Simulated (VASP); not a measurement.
Input of a VASP 6.6.1 run:

INCAR

```
PREC = Accurate ; ENCUT = 520
EDIFF = 1E-6 ; ISMEAR = -1
SIGMA = 0.01 ; LREAL = F
LASPH = T ; NELM = 100
ALGO = Normal ; ISIF = 2
LWAVE = F ; LCHARG = F
GGA = PE ; NBANDS = 27
```

KPOINTS

```
Automatic mesh
0
Gamma
  7 7 7
```

The input POSCAR:

```
InSe
1.0
    2.0599996398      1.1893413466      8.3166700000
   -2.0599996398      1.1893413466      8.3166700000
    0.0000000000     -2.3786826932      8.3166700000
In Se
2 2
Direct
    0.0000000000      0.0000000000      0.0000000000
    0.1122000000      0.1122000000      0.1122000000
    0.6155000000      0.6155000000      0.6155000000
    0.8300000000      0.8300000000      0.8300000000
```

Potentials or basis: VASP PAW PBE potentials, release 64 (In_d, Se).

The run is started by

```bash
$ cat potpaw_PBE.64/In_d/POTCAR potpaw_PBE.64/Se/POTCAR > POTCAR
$ mpirun -np 1 vasp_std > vasp.out
```

Problem. What does it give for the band gap on the k mesh?

Solution. 0.53 eV, indirect (least direct gap 0.59 eV).

Problem. Estimate the pressure.

Solution. -0.1 GPa.

Forces in eV/Å, atoms in the order of the input:
```
In   0.000  0.000 -0.229
In   0.000  0.000  0.227
Se   0.000  0.000  0.217
Se   0.000  0.000 -0.214
```

Caveat: the cell differs from its parent crystal (equal xx and yy strain of +3 %); spin-orbit coupling is left out, which moves the levels of the heavy elements. A k mesh can miss the band edges.
